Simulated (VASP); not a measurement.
# NaF (Villiaumite) (Fm-3m) in VASP: further runs

The runs below take NaF (Villiaumite) through single point, with PBE.

Program: VASP 6.6.1. These are calculated values, not measurements. Logs are shortened: lines on timing, memory, paths and dates and some standing lists are left out, and cuts for length are marked.

## (1) The cell of the first run

It takes space group Fm-3m (No. 225, cubic). Conventional cell: a = 4.699 Å, b = 4.699 Å, c = 4.699 Å, α = 90.00°, β = 90.00°, γ = 90.00°. Na (site symmetry m-3m) has 6 F at 2.35 Å within 3.1 Å. F (site symmetry m-3m) has 6 Na at 2.35 Å within 3.1 Å.

## (2) Single point, PBE

Input file INCAR:

```
SYSTEM = NaF
PREC = Accurate
ENCUT = 520
EDIFF = 1E-6
ISMEAR = 0
SIGMA = 0.01
LREAL = .FALSE.
LASPH = .TRUE.
NELM = 100
ALGO = Normal
ISIF = 2
LWAVE = .FALSE.
LCHARG = .FALSE.
GGA = PE
NBANDS = 14
```

Input file KPOINTS:

```
Automatic mesh
0
G
  8 8 8
  0 0 0
```

Input file POSCAR:

```
NaF
1.0
    0.0000000000      2.3497438045      2.3497438045
    2.3497438045      0.0000000000      2.3497438045
    2.3497438045      2.3497438045      0.0000000000
Na F
1 1
Direct
    0.0000000000      0.0000000000      0.0000000000
    0.5000000000      0.5000000000      0.5000000000
```

Potentials or basis: VASP PAW PBE potentials, release 64 (Na_pv, F).

Command:

```sh
> cat potpaw_PBE.64/Na_pv/POTCAR potpaw_PBE.64/F/POTCAR > POTCAR
> mpirun -np 1 vasp_std > vasp.out
```

OUTCAR:

```text
SYSTEM = NaF
   PREC = Accurate
   ENCUT = 520
   EDIFF = 1E-6
   ISMEAR = 0
   LREAL = .FALSE.
   LASPH = .TRUE.
   NELM = 100
   ISIF = 2
   GGA = PE

 ion  position               nearest neighbor table
   1  0.000  0.000  0.000-
   2  0.500  0.500  0.500-

  LATTYP: Found a face centered cubic cell.
 ALAT       =     4.6994876090

  Lattice vectors:

 A1 = (   0.0000000000,   2.3497438045,   2.3497438045)
 A2 = (   2.3497438045,   0.0000000000,   2.3497438045)
 A3 = (   2.3497438045,   2.3497438045,   0.0000000000)

Analysis of symmetry for initial positions (statically):
=====================================================================
 Subroutine PRICEL returns:
 Original cell was already a primitive cell.

 Routine SETGRP: Setting up the symmetry group for a
 face centered cubic supercell.

 Subroutine GETGRP returns: Found 48 space group operations
[... 9 lines left out ...]

 Routine SETGRP: Setting up the symmetry group for a
 face centered cubic supercell.

 Subroutine GETGRP returns: Found 48 space group operations
[... 11 lines left out ...]
                                     Primitive cell

  volume of cell :      25.9473

  direct lattice vectors                    reciprocal lattice vectors
     0.000000000  2.349743805  2.349743805    -0.212789156  0.212789156  0.212789156
     2.349743805  0.000000000  2.349743805     0.212789156 -0.212789156  0.212789156
     2.349743805  2.349743805  0.000000000     0.212789156  0.212789156 -0.212789156

  length of vectors
     3.323039556  3.323039556  3.323039556     0.368561629  0.368561629  0.368561629

  position of ions in fractional coordinates (direct lattice)
     0.000000000  0.000000000  0.000000000
     0.500000000  0.500000000  0.500000000

  ion indices of the primitive-cell ions
   primitive index   ion index
                 1           1
                 2           2

----------------------------------------------------------------------------------------

 KPOINTS: Automatic mesh

Automatic generation of k-mesh.
 Grid dimensions read from file:
 generate k-points for:    8    8    8

 Generating k-lattice:

  Cartesian coordinates                     Fractional coordinates (reciprocal lattice)
    -0.026598644  0.026598644  0.026598644     0.125000000  0.000000000  0.000000000
     0.026598644 -0.026598644  0.026598644     0.000000000  0.125000000  0.000000000
     0.026598644  0.026598644 -0.026598644     0.000000000  0.000000000  0.125000000

  Length of vectors
     0.046070204  0.046070204  0.046070204

  Shift w.r.t. Gamma in fractional coordinates (k-lattice)
     0.000000000  0.000000000  0.000000000

 Subroutine IBZKPT returns following result:
 ===========================================

 Found     29 irreducible k-points:

 Following reciprocal coordinates:
            Coordinates               Weight
  0.000000  0.000000  0.000000      1.000000
  0.125000  0.000000  0.000000      8.000000
  0.250000  0.000000  0.000000      8.000000
  0.375000  0.000000  0.000000      8.000000
  0.500000  0.000000  0.000000      4.000000
  0.125000  0.125000  0.000000      6.000000
[... 16 lines left out ...]
  0.500000  0.250000  0.125000     48.000000
 -0.375000  0.250000  0.125000     24.000000
 [... further k-points ...]
   k-points           NKPTS =     29   k-points in BZ     NKDIM =     29   number of bands    NBANDS=     14
   number of dos      NEDOS =    301   number of ions     NIONS =      2
   total plane-waves  NPLWV =  21952
   dimension x,y,z NGX =    28 NGY =   28 NGZ =   28
   dimension x,y,z NGXF=    56 NGYF=   56 NGZF=   56
   ions per type =               1   1
   NGX,Y,Z   is equivalent  to a cutoff of  14.01, 14.01, 14.01 a.u.
   NGXF,Y,Z  is equivalent  to a cutoff of  28.02, 28.02, 28.02 a.u.
 SYSTEM =  NaF
   PREC   = accura    normal or accurate (medium, high low for compatibility)
   ISTART =      0    job   : 0-new  1-cont  2-samecut
   ICHARG =      2    charge: 1-file 2-atom 10-const
   ISPIN  =      1    spin polarized calculation?
   LNONCOLLINEAR =      F non collinear calculations
   LSORBIT =      F    spin-orbit coupling
   LASPH  =      T    aspherical Exc in radial PAW
   ENCUT  =  520.0 eV  38.22 Ry    6.18 a.u.   6.18  6.18  6.18*2*pi/ulx,y,z
   NELM   =    100;   NELMIN=  2; NELMDL= -5     # of ELM steps
   EDIFF  = 0.1E-05   stopping-criterion for ELM
   LREAL  =      F    real-space projection
   EDIFFG = 0.1E-04   stopping-criterion for IOM
   NSW    =      0    number of steps for IOM
   IBRION =     -1    ionic relax: 0-MD 1-quasi-New 2-CG
   NFREE  =      0    steps in history (QN), initial steepest desc. (CG)
   ISIF   =      2    stress and relaxation
   ISYM   =      2    0-nonsym 1-usesym 2-fastsym
   POTIM  = 0.5000    time-step for ionic-motion
   TEBEG  =    0.0;   TEEND  =   0.0 temperature during run
   PSTRESS=    0.0 pullay stress
   NELECT =      14.0000    total number of electrons
   NUPDOWN=      -1.0000    fix difference up-down
   EMIN   =  10.00;   EMAX   =-10.00  energy-range for DOS
   EFERMI =   0.00;   METHOD = LEGACY
   ISMEAR =     0;   SIGMA  =   0.01  broadening in eV -4-tet -1-fermi 0-gaus
   EFERMI_NEDOS =   21; number of points for ismear=-14 and -15
   IALGO  =     38    algorithm
   IMIX   =      4    mixing-type and parameters
     AMIX     =   0.40;   BMIX     =  1.00
     AMIX_MAG =   1.60;   BMIX_MAG =  1.00
  volume/ion in A,a.u.               =      12.97        87.55
  Fermi-wavevector in a.u.,A,eV,Ry     =   1.332765  2.518561 24.167529  1.776263
  Thomas-Fermi vector in A             =   2.461675
   LORBIT       =      0    0 simple, 1 ext, 2 COOP (PROOUT), +10 PAW based schemes
   GGA     = PE    functional components
   LHFCALC =     F    Hartree Fock is set to
   AEXX    =    0.0000 exact exchange contribution
   IVDW    =     0    specifies the selected vdW correction
   LEPSILON=     F    determine dielectric tensor
   LRPA    =     F    only Hartree local field effects (RPA)
 non-spin polarized calculation
 Gauss-broadening in eV      SIGMA  =   0.01
  energy-cutoff  :      520.00
  volume of cell :       25.95
 maximum number of plane-waves:       725
 NGX is ok and might be reduce to    28
   NGX = 13   NGY = 13   NGZ = 13

 number of electron      14.0000002 magnetization

[... 41 lines left out ...]
      8       4.3461      0.00000
      9      14.7005      0.00000
     10      16.6328      0.00000
     11      16.6328      0.00000
     12      20.7066      0.00000
     13      20.7066      0.00000
     14      20.9789      0.00000

 k-point     3 :       0.2500    0.0000    0.0000
  band No.  band energies     occupation
      1     -21.8480      2.00000
      2     -21.3416      2.00000
      3     -21.3416      2.00000
      4     -20.7928      2.00000
      5      -3.1089      2.00000
      6      -2.3797      2.00000
      7      -2.3797      2.00000
      8       5.6346      0.00000
      9      12.6132      0.00000
     10      17.1038      0.00000
     11      17.1038      0.00000
     12      20.0324      0.00000
     13      20.0324      0.00000
     14      21.4548      0.00000

 k-point     4 :       0.3750    0.0000    0.0000
  band No.  band energies     occupation
      1     -21.9893      2.00000
      2     -21.3454      2.00000
      3     -21.3454      2.00000
      4     -20.6068      2.00000
      5      -3.5828      2.00000
      6      -2.4616      2.00000
      7      -2.4616      2.00000
      8       7.1898      0.00000
      9      10.9023      0.00000
     10      17.3692      0.00000
     11      17.3692      0.00000
     12      19.9942      0.00000
     13      19.9942      0.00000
     14      21.0167      0.00000

 k-point     5 :       0.5000    0.0000    0.0000
  band No.  band energies     occupation
      1     -22.0379      2.00000
      2     -21.3470      2.00000
      3     -21.3470      2.00000
      4     -20.5398      2.00000
      5      -3.7607      2.00000
      6      -2.4950      2.00000
      7      -2.4950      2.00000
      8       8.2617      0.00000
      9       9.8494      0.00000
     10      17.3923      0.00000
     11      17.3924      0.00000
     12      20.1524      0.00000
     13      20.1524      0.00000
     14      20.8533      0.00000

 k-point     6 :       0.1250    0.1250    0.0000
  band No.  band energies     occupation
      1     -21.6419      2.00000
      2     -21.3427      2.00000
      3     -21.3427      2.00000
      4     -21.0306      2.00000
      5      -2.5845      2.00000
      6      -2.3228      2.00000
      7      -2.3228      2.00000
      8       4.5128      0.00000
      9      14.5494      0.00000
     10      16.5017      0.00000
     11      16.5017      0.00000
     12      19.4350      0.00000
     13      21.7126      0.00000
     14      21.9004      0.00000

 k-point     7 :       0.2500    0.1250    0.0000
  band No.  band energies     occupation
      1     -21.7837      2.00000
      2     -21.3491      2.00000
      3     -21.3464      2.00000
      4     -20.8559      2.00000
      5      -2.9875      2.00000
      6      -2.4038      2.00000
      7      -2.3989      2.00000
      8       5.5304      0.00000
      9      13.0108      0.00000
     10      16.7118      0.00000
     11      16.7354      0.00000
     12      18.2996      0.00000
     13      21.5952      0.00000
     14      23.0991      0.00000
[... 205 lines left out ...]
 k-point    20 :      -0.3750    0.3750    0.0000
  band No.  band energies     occupation
      1     -21.7056      2.00000
      2     -21.4351      2.00000
      3     -21.3694      2.00000
      4     -20.8227      2.00000
      5      -3.2627      2.00000
      6      -3.0462      2.00000
      7      -2.6083      2.00000
      8      10.3208      0.00000
      9      10.6514      0.00000
     10      12.0024      0.00000
     11      16.6334      0.00000
     12      17.0939      0.00000
     13      23.6496      0.00000
     14      23.9548      0.00000

 k-point    21 :       0.5000    0.5000    0.0000
  band No.  band energies     occupation
      1     -21.4565      2.00000
      2     -21.3820      2.00000
      3     -21.3820      2.00000
      4     -21.1422      2.00000
      5      -3.4706      2.00000
      6      -2.6461      2.00000
      7      -2.6461      2.00000
      8      10.5466      0.00000
      9      10.8958      0.00000
     10      10.9299      0.00000
     11      16.9652      0.00000
     12      16.9652      0.00000
     13      20.9484      0.00000
     14      25.8592      0.00000

 k-point    22 :       0.3750    0.2500    0.1250
  band No.  band energies     occupation
      1     -21.8359      2.00000
      2     -21.3675      2.00000
      3     -21.3487      2.00000
      4     -20.7694      2.00000
      5      -3.2366      2.00000
      6      -2.5639      2.00000
      7      -2.4583      2.00000
      8       6.6322      0.00000
      9      12.0888      0.00000
     10      15.5881      0.00000
     11      17.2194      0.00000
     12      17.7712      0.00000
     13      21.5350      0.00000
     14      24.2166      0.00000

 k-point    23 :       0.5000    0.2500    0.1250
  band No.  band energies     occupation
      1     -21.8784      2.00000
      2     -21.3804      2.00000
      3     -21.3569      2.00000
      4     -20.6920      2.00000
      5      -3.4287      2.00000
      6      -2.7324      2.00000
      7      -2.5389      2.00000
      8       8.0908      0.00000
      9      11.0588      0.00000
     10      14.6957      0.00000
     11      16.5295      0.00000
     12      18.8650      0.00000
     13      20.8517      0.00000
     14      24.7834      0.00000

 k-point    24 :      -0.3750    0.2500    0.1250
  band No.  band energies     occupation
      1     -21.8941      2.00000
      2     -21.3832      2.00000
      3     -21.3630      2.00000
      4     -20.6621      2.00000
      5      -3.4969      2.00000
      6      -2.8043      2.00000
      7      -2.5750      2.00000
      8       9.2485      0.00000
      9      10.1172      0.00000
     10      14.4205      0.00000
     11      16.2241      0.00000
     12      19.4232      0.00000
     13      20.4484      0.00000
     14      25.0630      0.00000

 [... further k-points ...]
[... 5 lines left out ...]
  --------------------------------------------------------------------------------------
  -------------------------------------------------------------------------------------
  Total       -0.0181207     -0.0181207     -0.0181207      0.0000000      0.0000000     -0.0000000
  in kB       -1.1189091     -1.1189091     -1.1189091      0.0000000      0.0000000     -0.0000000
  external PRESSURE =      -1.1189091 kB  Pullay stress =       0.0000000 kB

 VOLUME and BASIS-vectors are now :
 -----------------------------------------------------------------------------
  energy-cutoff  :      520.00
  volume of cell :       25.95
      direct lattice vectors                 reciprocal lattice vectors
     0.000000000  2.349743805  2.349743805    -0.212789156  0.212789156  0.212789156
     2.349743805  0.000000000  2.349743805     0.212789156 -0.212789156  0.212789156
     2.349743805  2.349743805  0.000000000     0.212789156  0.212789156 -0.212789156

 POSITION                                       TOTAL-FORCE (eV/Angst)
 -----------------------------------------------------------------------------------
      0.00000      0.00000      0.00000        -0.000000     -0.000000     -0.000000
      2.34974      2.34974      2.34974         0.000000      0.000000      0.000000
 -----------------------------------------------------------------------------------
    total drift:                                0.000000      0.000000      0.000000

  FREE ENERGIE OF THE ION-ELECTRON SYSTEM (eV)
  ---------------------------------------------------
  free  energy   TOTEN  =        -8.5694561584 eV

  energy  without entropy=       -8.5694561584  energy(sigma->0) =       -8.56945616
```

It took 31 s on 1 thread of AMD EPYC 7R13, shared host; peak memory 0.12 GiB.

Results:

```yaml
Free_energy: -8.5695 eV
Pressure: -0.1 GPa
Band_gap_on_the_k_mesh: 6.08 eV, direct
```

## (3) Single point, PBE (volume changed by -6%)

Input file INCAR:

```
SYSTEM = NaF
ALGO = Normal
EDIFF = 1E-7
ENCUT = 520
GGA = PE
ISIF = 2
ISMEAR = 0
LASPH = .True.
LCHARG = .False.
LREAL = .False.
LWAVE = .False.
NBANDS = 14
NELM = 60
PREC = Accurate
SIGMA = 0.01
```

Input file KPOINTS:

```
k-points
0
Gamma
  8 8 8
  0 0 0
```

Input file POSCAR:

```
NaF
1.0
    0.0000000000      2.3017763900      2.3017763900
    2.3017763900      0.0000000000      2.3017763900
    2.3017763900      2.3017763900      0.0000000000
Na F
1 1
Direct
    0.0000000000      0.0000000000      0.0000000000
    0.5000000000      0.5000000000      0.5000000000
```

Potentials or basis: VASP PAW PBE potentials, release 64 (Na_pv, F).

Command:

```sh
> cat potpaw_PBE.64/Na_pv/POTCAR potpaw_PBE.64/F/POTCAR > POTCAR
> mpirun -np 1 vasp_std > vasp.out
```

It took 23 s on 1 thread of AMD EPYC 7R13, shared host; peak memory 0.1 GiB.

The run converged. Its results:

- Free energy: -8.5529 eV
- Pressure: 3.1 GPa
- Band gap on the k mesh: 6.41 eV, direct

Levels at points of the mesh, in eV from the valence-band top:
```tsv
k point	band 3	band 4	band 5	band 6	band 7	band 8	band 9	band 10	band 11	band 12
(0.00, 0.00, 0.00)	-18.89	-18.89	0.00	0.00	0.00	6.41	19.12	19.12	19.12	22.02
(0.50, 0.00, 0.00)	-18.90	-18.12	-1.63	-0.26	-0.26	10.90	12.64	20.33	20.33	23.16
(0.50, 0.50, 0.00)	-18.94	-18.94	-1.30	-0.41	-0.41	13.32	13.37	13.80	20.03	20.03
```

## (4) Single point, PBE (volume changed by -3%)

Input file INCAR:

```
PREC = Accurate
ENCUT = 520
EDIFF = 1E-6
ISMEAR = 0
SIGMA = 0.01
LREAL = F
LASPH = T
NELM = 60
ALGO = Normal
ISIF = 2
LWAVE = F
LCHARG = T
GGA = PE
LELF = T
LVHAR = T
NBANDS = 14
```

Input file KPOINTS:

```
regular mesh
0
Gamma
  8 8 8
```

Input file POSCAR:

```
NaF
1.0
    0.0000000000      2.3260073958      2.3260073958
    2.3260073958      0.0000000000      2.3260073958
    2.3260073958      2.3260073958      0.0000000000
Na F
1 1
Direct
    0.0000000000      0.0000000000      0.0000000000
    0.5000000000      0.5000000000      0.5000000000
```

Command:

```sh
> cat potpaw_PBE.64/Na_pv/POTCAR potpaw_PBE.64/F/POTCAR > POTCAR
> mpirun -np 1 vasp_std > vasp.out
```

Run time: 25 s. Hardware: 1 thread of AMD EPYC 7R13, shared host; peak memory 0.1 GiB.

The run converged. Its results:

* Free energy: -8.5652 eV
* Pressure: 1.4 GPa
* Band gap on the k mesh: 6.24 eV, direct

Levels at points of the mesh, in eV from the valence-band top:
| k point | band 3 | band 4 | band 5 | band 6 | band 7 | band 8 | band 9 | band 10 | band 11 | band 12 |
| --- | --- | --- | --- | --- | --- | --- | --- | --- | --- | --- |
| (0.00, 0.00, 0.00) | -18.98 | -18.98 | 0.00 | 0.00 | 0.00 | 6.24 | 18.89 | 18.89 | 18.89 | 21.73 |
| (0.50, 0.00, 0.00) | -18.99 | -18.21 | -1.56 | -0.25 | -0.25 | 10.71 | 12.37 | 19.98 | 19.98 | 22.78 |
| (0.50, 0.50, 0.00) | -19.03 | -18.91 | -1.25 | -0.40 | -0.40 | 13.06 | 13.26 | 13.49 | 19.62 | 19.62 |

## (5) Single point, PBE (volume changed by +3%)

Input file INCAR:

```
SYSTEM = NaF
ALGO     = Normal         ! electronic algorithm
EDIFF    = 1E-6           ! SCF threshold, eV
ENCUT    = 520            ! plane-wave cutoff, eV
GGA      = PE             ! functional
ISIF     = 2              ! what is computed and relaxed
ISMEAR   = 0              ! smearing method
LASPH    = .TRUE.         ! aspherical terms in the spheres
LCHARG   = .FALSE.        ! write CHGCAR
LREAL    = .FALSE.        ! projectors in reciprocal space
LWAVE    = .FALSE.        ! write WAVECAR
NBANDS   = 14             ! bands
NELM     = 60             ! most SCF steps
PREC     = Accurate       ! precision mode
SIGMA    = 0.01           ! smearing width, eV
```

Input file KPOINTS:

```
k-points
0
G
  8 8 8
  0 0 0
```

Input file POSCAR:

```
NaF
1.0
    0.0000000000      2.3730101078      2.3730101078
    2.3730101078      0.0000000000      2.3730101078
    2.3730101078      2.3730101078      0.0000000000
Na F
1 1
Direct
    0.0000000000      0.0000000000      0.0000000000
    0.5000000000      0.5000000000      0.5000000000
```

Command:

```sh
> cat potpaw_PBE.64/Na_pv/POTCAR potpaw_PBE.64/F/POTCAR > POTCAR
> mpirun -np 1 vasp_std > vasp.out
```

Run time: 41 s. Hardware: 1 thread of AMD EPYC 7R13, shared host; peak memory 0.12 GiB.

It converged, with:

- Free energy: -8.5671 eV
- Pressure: -1.4 GPa
- Band gap on the k mesh: 5.93 eV, direct

Levels at points of the mesh, in eV from the valence-band top:
```csv
k point,band 5,band 6,band 7,band 8,band 9,band 10
"(0.00, 0.00, 0.00)",0.00,0.00,0.00,5.93,18.46,18.46
"(0.50, 0.00, 0.00)",-1.44,-0.22,-0.22,10.35,11.87,19.34
"(0.50, 0.50, 0.00)",-1.17,-0.37,-0.37,12.57,12.91,13.05
```

## (6) The runs side by side

```tsv
cell	gap on the mesh (eV)	pressure (GPa)
a = 3.323 Å, angles 60.0°, 2 atoms	6.08	-0.1
a = 3.255 Å, angles 60.0°, 2 atoms	6.41	3.1
a = 3.289 Å, angles 60.0°, 2 atoms	6.24	1.4
a = 3.356 Å, angles 60.0°, 2 atoms	5.93	-1.4
```

Alike in all rows: task single point; level PBE; potentials or basis VASP PAW PBE potentials, release 64 (Na_pv, F); no spin polarisation; k mesh 8 × 8 × 8; cutoff (eV) 520; smearing gaussian 0.01 eV.

Absolute energies hang on the potentials; compare differences alone.
